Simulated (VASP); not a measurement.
Set up this calculation in VASP 6.6.1, as the native input.

```yaml
Task: single point
Functional: PBEsol
Potentials_or_basis: VASP PAW PBE potentials, release 64 (F)
Cutoff: 520 eV
k_mesh: 7 × 7 × 3
Occupations: fermi-dirac, width 0.01 eV
Spin: no spin polarisation
Dipole_correction: no
Further_INCAR_settings: ALGO = Normal; EDIFF = 1e-06; NBANDS = 22
```

The structure of F lies in POSCAR:

```
F
1.0
    2.5563224246     -1.5840272486      0.0000000000
    2.5563224246      1.5840272486      0.0000000000
   -0.5621106040      0.0000000000      6.5977088989
F
4
Direct
    0.9301690000      0.5965080000      0.1028400000
    0.3970410000      0.0951220000      0.4083160000
    0.1002290000      0.3932650000      0.9046980000
    0.5966170000      0.9034250000      0.5913970000
```

One way to write it, as run:

INCAR

```
PREC     = Accurate       # precision mode
ENCUT    = 520            # plane-wave cutoff, eV
EDIFF    = 1E-6           # SCF threshold, eV
ISMEAR   = -1             # smearing method
SIGMA    = 0.01           # smearing width, eV
LREAL    = False          # projectors in reciprocal space
LASPH    = True           # aspherical terms in the spheres
NELM     = 60             # most SCF steps
ALGO     = Normal         # electronic algorithm
ISIF     = 2              # what is computed and relaxed
LWAVE    = False          # write WAVECAR
LCHARG   = True           # write CHGCAR
GGA      = PS             # functional
LELF     = True           # ELF
LVHAR    = True         
NBANDS   = 22             # bands
```

KPOINTS

```
regular mesh
0
Gamma
  7 7 3
```

Potentials or basis: VASP PAW PBE potentials, release 64 (F).

Launch:

```bash
$ cat potpaw_PBE.64/F/POTCAR > POTCAR
$ mpirun -np 1 vasp_std > vasp.out
```

Results of the run:

```yaml
Pressure: 2.9 GPa
Largest_force: 2.315 eV/Å
Band_gap_on_the_k_mesh: 2.60 eV
```

Caveat: the PAW data sets were made with another functional, which shifts forces and pressure a little; an odd mesh through Γ misses points on the zone boundary, where band edges can lie.

It took 89 s on 1 thread of AMD EPYC 7R13, on a shared host, peak memory 0.17 GiB.
